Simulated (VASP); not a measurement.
The system is Al4Ir.

```
Al Ir
1.0
    -2.63807    2.63807    2.63807
     2.63807   -2.63807    2.63807
     2.63807    2.63807   -2.63807
Al Ir
4 1
Direct
  0.00000 0.00000 0.50000
  0.50000 0.00000 0.00000
  0.50000 0.50000 0.50000
  0.00000 0.50000 0.00000
  0.00000 0.00000 0.00000
```

```yaml
Program: VASP 6.6.1
Task: relaxation of cell and atoms
Functional: PBE
Potentials_or_basis: VASP PAW PBE potentials, release 64 (Al, Ir)
Cutoff: 600 eV
k_mesh: 6 × 6 × 6
Occupations: gaussian, width 0.1 eV
Spin: no spin polarisation
```

At the start: pressure 49.0 GPa; volume 14.69 Å³/atom.

Task: Where does the relaxation end?

Result: Over 5 steps the energy falls by 550.7 meV/atom and the volume is 19.19 Å³/atom (+30.6 %); space group Im-3m (No. 229, to 0.05 Å).

The path:
```tsv
step	energy change (eV)	largest force (eV/Å)	pressure (GPa)	volume (Å³)
1	0.0000	0.0000	48.95	73.44
2	-0.3239	0.0000	-15.63	132.21
3	-2.7484	0.0000	-1.34	97.36
4	-2.7533	0.0000	-0.38	96.44
5	-2.7537	0.0000	0.15	95.94
```

Final structure:
```
Al Ir
1.0
    -2.88391    2.88391    2.88391
     2.88391   -2.88391    2.88391
     2.88391    2.88391   -2.88391
Al Ir
4 1
Direct
  0.00000 0.00000 0.50000
  0.50000 0.00000 0.00000
  0.50000 0.50000 0.50000
  0.00000 0.50000 0.00000
  0.00000 0.00000 0.00000
```

Caveat: the volume moved by over 15 % at a fixed basis, so the end points are rough.
